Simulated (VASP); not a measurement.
Set up this calculation in VASP 6.6.1, as the native input.

- Task: single point
- Functional: r2SCAN
- Potentials or basis: VASP PAW PBE potentials, release 64 (Ti_sv, C)
- Cutoff: 520 eV
- k mesh: 16 × 16 × 16
- Occupations: gaussian, width 0.1 eV
- Spin: no spin polarisation
- Dipole correction: no
- Further INCAR settings: ALGO = Normal; EDIFF = 1e-06; NBANDS = 15

The system is TiC.

```xyz
2
Lattice="0.0000 2.1162 2.1162 2.1162 0.0000 2.1162 2.1162 2.1162 0.0000" Properties=species:S:1:pos:R:3 pbc="T T T"
Ti    0.0000    0.0000    0.0000
C     2.1162    2.1162    2.1162
```

One way to write it, as run:

POSCAR

```
TiC
1.0
    0.0000000000      2.1162043888      2.1162043888
    2.1162043888      0.0000000000      2.1162043888
    2.1162043888      2.1162043888      0.0000000000
Ti C
1 1
Direct
    0.0000000000      0.0000000000      0.0000000000
    0.5000000000      0.5000000000      0.5000000000
```

INCAR.step1

```
SYSTEM = TiC
ALGO = Normal ; EDIFF = 1E-4
ENCUT = 520 ; GGA = PE
ISMEAR = 0 ; LASPH = .TRUE.
LCHARG = .FALSE. ; LREAL = .FALSE.
LWAVE = .TRUE. ; NBANDS = 15
NELM = 80 ; PREC = Accurate
SIGMA = 0.1
```

INCAR.step2

```
SYSTEM = TiC
ALGO = Normal ; EDIFF = 1E-6
ENCUT = 520 ; ISIF = 2
ISMEAR = 0 ; ISTART = 1
LASPH = .TRUE. ; LCHARG = .TRUE.
LELF = .TRUE. ; LMIXTAU = .TRUE.
LREAL = .FALSE. ; LVHAR = .TRUE.
LWAVE = .FALSE. ; METAGGA = R2SCAN
NBANDS = 15 ; NELM = 80
PREC = Accurate ; SIGMA = 0.1
```

KPOINTS

```
k-points
0
G
  16 16 16
  0 0 0
```

Potentials or basis: VASP PAW PBE potentials, release 64 (Ti_sv, C).

Launch:

```bash
$ cat potpaw_PBE.64/Ti_sv/POTCAR potpaw_PBE.64/C/POTCAR > POTCAR
$ cp INCAR.step1 INCAR
$ mpirun -np 1 vasp_std > vasp.out
$ cp INCAR.step2 INCAR
$ mpirun -np 1 vasp_std > vasp.out
```

It gave:

```yaml
Pressure: 21.1 GPa
Band_gap_on_the_k_mesh: zero (bands 8 and 9 overlap by 1.36 eV)
```

Caveat: the cell stands under pressure; the PAW data sets were made with another functional, which shifts forces and pressure a little.

It took 3.2 min on 1 thread of Intel Xeon 8259CL (shared host), peak memory 0.17 GiB.
